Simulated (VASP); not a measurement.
Write the native input for VASP 6.6.1 that does the following.

```
Task                   : single point
Functional             : LDA
Potentials or basis    : VASP PAW LDA potentials, release 64 (Ga_d, N_h)
Cutoff                 : 1330 eV
k mesh                 : 14 × 14 × 14
Occupations            : gaussian, width 0.02 eV
Spin                   : no spin polarisation
Dipole correction      : no
Further INCAR settings : ALGO = Normal; EDIFF = 1e-06; NBANDS = 16
```

The structure of GaN lies in POSCAR:

```
GaN
1.0
    0.0000000000      2.0905020284      2.0905020284
    2.0905020284      0.0000000000      2.0905020284
    2.0905020284      2.0905020284      0.0000000000
Ga N
1 1
Direct
    0.0000000000      0.0000000000      0.0000000000
    0.5000000000      0.5000000000      0.5000000000
```

These files were run (other wordings do the same):

INCAR

```
SYSTEM = GaN
  PREC = Accurate
  ENCUT = 1330
  EDIFF = 1E-6
  ISMEAR = 0
  SIGMA = 0.02
  LREAL = .False.
  LASPH = .True.
  NELM = 120
  ALGO = Normal
  ISIF = 2
  LWAVE = .False.
  LCHARG = .True.
  LELF = .True.
  LVHAR = .True.
  NBANDS = 16
  GGA_COMPAT = .False.
```

KPOINTS

```
regular mesh
0
Gamma
  14 14 14
  0 0 0
```

Potentials or basis: VASP PAW LDA potentials, release 64 (Ga_d, N_h).

Command:

```console
$ cat potpaw_LDA.64/Ga_d/POTCAR potpaw_LDA.64/N_h/POTCAR > POTCAR
$ mpirun -np 1 vasp_std > vasp.out
```

Results of the run:

* Pressure: 1.3 GPa
* Band gap on the k mesh: 0.62 eV (least direct gap 3.25 eV)

Run time: 53 s on 1 thread of AMD EPYC 9R45 96-Core Processor (Zen 5), with other jobs on the host, peak memory 0.24 GiB.
